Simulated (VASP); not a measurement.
Hg2Se3:

```
Hg Se
1.0
     5.13951    0.00000    0.00000
     0.00000    5.13951    0.00000
     0.00000    0.00000    5.13951
Hg Se
2 3
Direct
  0.50000 0.50000 0.50000
  0.00000 0.00000 0.00000
  0.50000 0.00000 0.00000
  0.00000 0.50000 0.00000
  0.00000 0.00000 0.50000
```

```yaml
Program: VASP 6.6.1
Task: relaxation of cell and atoms
Functional: PBE
Potentials_or_basis: VASP PAW PBE potentials, release 64 (Hg, Se)
Cutoff: 600 eV
k_mesh: 4 × 4 × 4
Occupations: gaussian, width 0.1 eV
Spin: no spin polarisation
```

At the start: pressure 4.9 GPa; volume 27.15 Å³/atom.

Problem. Where does the relaxation end?

Solution. Over 3 steps the energy falls by 42.9 meV/atom and the volume is 30.31 Å³/atom (+11.6 %); space group Pm-3m (No. 221, to 0.05 Å).

The path:
```tsv
step	energy change (eV)	largest force (eV/Å)	pressure (GPa)	volume (Å³)
1	0.0000	0.0000	4.88	135.76
2	-0.2139	0.0000	-0.22	152.67
3	-0.2146	0.0000	0.01	151.56
```

Final structure:
```
Hg Se
1.0
     5.33167    0.00000    0.00000
     0.00000    5.33167    0.00000
     0.00000    0.00000    5.33167
Hg Se
2 3
Cartesian
  2.6658 2.6658 2.6658
  0.0000 0.0000 0.0000
  2.6658 0.0000 0.0000
  0.0000 2.6658 0.0000
  0.0000 0.0000 2.6658
```
